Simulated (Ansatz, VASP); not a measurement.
# Two plane-wave programs on Li

```
Li
1.0
     7.21556    0.00000    0.00000
     0.00000    7.21556    0.00000
     0.00000    0.00000    4.04403
Li
10
Direct
  0.67595 0.82405 0.50000
  0.82405 0.32405 0.50000
  0.32405 0.17595 0.50000
  0.17595 0.67595 0.50000
  0.50000 0.50000 0.00000
  0.00000 0.00000 0.00000
  0.60905 0.10905 0.00000
  0.89095 0.60905 0.00000
  0.10905 0.39095 0.00000
  0.39095 0.89095 0.00000
```

Alike in both runs: task single point; functional PBE; k mesh 4 × 4 × 4; occupations gaussian, width 0.1 eV; no spin polarisation.

|  | VASP | Ansatz |
| --- | --- | --- |
| version | VASP 6.6.1 | Ansatz 0.2.0 |
| potentials or method | VASP PAW PBE potentials, release 64 (Li_sv), cutoff 520 eV | scalar-relativistic, plane waves, PAW |
| valence electrons in the cell | 30 | 30 |

```csv
,VASP,Ansatz,Ansatz less VASP
gap on the k mesh at the Fermi level (eV),none,none,-
rms of the force components (eV/Å),0.353,0.353,0.0000
```

Atom by atom the forces differ by 0.001 eV/Å (rms over components). A gap of «none» marks a metal or a gap that the smearing closes.

The k mesh is coarse, so the values compare programs but aren't converged. Noted on VASP's run: the cutoff is under 1.25 times that of the potentials, so the pressure is a little rough.
